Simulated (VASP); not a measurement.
Runs of VASP 6.6.1 on BO (rock salt type). The structure is that of space group Fm-3m (No. 225), or close to it. The cells are those of the table. 

```tsv
cell	gap on the mesh (eV)	pressure (GPa)
a = 2.759 Å, angles 60.0°, 2 atoms	none	-3.8
a = 2.787 Å, angles 60.0°, 2 atoms	none	-8.8
a = 2.704 Å, angles 60.0°, 2 atoms	none	(a)
a = 2.675 Å, angles 60.0°, 2 atoms	none	16.2
```

Alike in all rows: task single point; level r2SCAN; potentials or basis VASP PAW PBE potentials, release 64 (B, O); no spin polarisation; k mesh 15 × 15 × 15; cutoff (eV) 520; smearing fermi-dirac 0.1 eV.

Q: Fill in the values left out.

A: (a) 8.6.

Caveats: the PAW data sets were made with another functional, which shifts forces and pressure a little; an odd number of electrons without spin polarisation forces a metal; a magnetic or distorted state may lie lower.

A gap of «none» marks levels without a gap at the run's occupations.
